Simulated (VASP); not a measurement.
Write the native input for VASP 6.6.1 that does the following.

* Task: relaxation of cell and atoms
* Functional: PBEsol
* Potentials or basis: VASP PAW PBE potentials, release 64 (Zn, Se)
* Cutoff: 600 eV
* k mesh: 8 × 8 × 8
* Occupations: gaussian, width 0.02 eV
* Spin: no spin polarisation
* Dipole correction: no
* Further INCAR settings: ALGO = Normal; EDIFF = 1e-06; IBRION = 2; EDIFFG = -0.005; NSW = 100; ISIF = 3

The structure of ZnSe lies in POSCAR:

```
ZnSe
1.0
    0.0000000000      2.8324425407      2.8324425407
    2.8324425407      0.0000000000      2.8324425407
    2.8324425407      2.8324425407      0.0000000000
Zn Se
1 1
Direct
    0.0000000000      0.0000000000      0.0000000000
    0.7500000000      0.7500000000      0.7500000000
```

One way to write it, as run:

INCAR

```
SYSTEM = ZnSe
  ALGO = Normal
  EDIFF = 1E-6
  EDIFFG = -0.005
  ENCUT = 600
  GGA = PS
  IBRION = 2
  ISIF = 3
  ISMEAR = 0
  LASPH = .True.
  LCHARG = .False.
  LREAL = .False.
  LWAVE = .False.
  NELM = 100
  NSW = 100
  PREC = Accurate
  SIGMA = 0.02
```

KPOINTS

```
k-points
0
Gamma
  8 8 8
  0 0 0
```

Potentials or basis: VASP PAW PBE potentials, release 64 (Zn, Se).

Launch:

```sh
$ cat potpaw_PBE.64/Zn/POTCAR potpaw_PBE.64/Se/POTCAR > POTCAR
$ mpirun -np 1 vasp_std > vasp.out
```

It gave:

```
Relaxed volume                         : 22.44 Å³/atom
Relaxed cell                           : a = 3.989 Å, b = 3.989 Å, c = 3.989 Å, α = 60.00°, β = 60.00°, γ = 60.00°
Space group after relaxing (to 0.05 Å) : F-43m (No. 216)
Energy gained by relaxing              : 0.8 meV/atom
Ionic steps                            : 3
Pressure after relaxing                : 0.0 GPa
Band gap on the k mesh                 : 1.23 eV, direct
```

Caveat: the PAW data sets were made with another functional, which shifts forces and pressure a little.

Run time: 29 s on 1 thread of Intel(R) Xeon(R) Platinum 8375C CPU @ 2.90GHz (Ice Lake), on a shared host, peak memory 0.19 GiB.
